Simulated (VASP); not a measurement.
Input of a VASP 6.6.1 run:

The input INCAR:

```
PREC = Accurate
ENCUT = 600
EDIFF = 1E-7
ISMEAR = -1
SIGMA = 0.02
LREAL = F
LASPH = T
NELM = 60
ALGO = Normal
ISIF = 3
LWAVE = F
LCHARG = F
GGA = CA
IBRION = 2
NSW = 80
EDIFFG = -0.01
```

File KPOINTS:

```
Automatic mesh
0
Gamma
  6 6 6
```

The input POSCAR:

```
SiO2
1.0
    5.0130000000      0.0000000000      0.0000000000
   -2.5065000000      4.3413853500      0.0000000000
    0.0000000000      0.0000000000      5.4700000000
Si O
3 6
Direct
    0.5000000000      0.5000000000      0.3333333300
    0.0000000000      0.5000000000      0.6666666700
    0.5000000000      0.0000000000      0.0000000000
    0.1970000000      0.8030000000      0.8333333300
    0.3940000000      0.1970000000      0.1666666700
    0.1970000000      0.3940000000      0.5000000000
    0.8030000000      0.1970000000      0.8333333300
    0.6060000000      0.8030000000      0.1666666700
    0.8030000000      0.6060000000      0.5000000000
```

Potentials or basis: VASP PAW LDA potentials, release 64 (Si, O).

Run with:

```bash
$ cat potpaw_LDA.64/Si/POTCAR potpaw_LDA.64/O/POTCAR > POTCAR
$ mpirun -np 1 vasp_std > vasp.out
```

Q: Predict the relaxed volume.

A: 13.54 Å³/atom.

Q: Predict the band gap on the k mesh.

A: 5.49 eV (least direct gap 5.68 eV).

Final structure:
```yaml
crystal:
  lattice:
    - [5.04357, 0.00000, 0.00000]
    - [-2.52179, 4.36786, 0.00000]
    - [0.00000, 0.00000, 5.52982]
  atoms:
    - { symbol: Si, position: [0.50000, 0.50000, 0.33333] }
    - { symbol: Si, position: [0.00000, 0.50000, 0.66667] }
    - { symbol: Si, position: [0.50000, 0.00000, 0.00000] }
    - { symbol: O, position: [0.20808, 0.79192, 0.83333] }
    - { symbol: O, position: [0.41617, 0.20808, 0.16667] }
    - { symbol: O, position: [0.20808, 0.41617, 0.50000] }
    - { symbol: O, position: [0.79192, 0.20808, 0.83333] }
    - { symbol: O, position: [0.58383, 0.79192, 0.16667] }
    - { symbol: O, position: [0.79192, 0.58383, 0.50000] }
```

A k mesh can miss the band edges. LDA gaps usually lie below the measured ones, often by a third to a half.
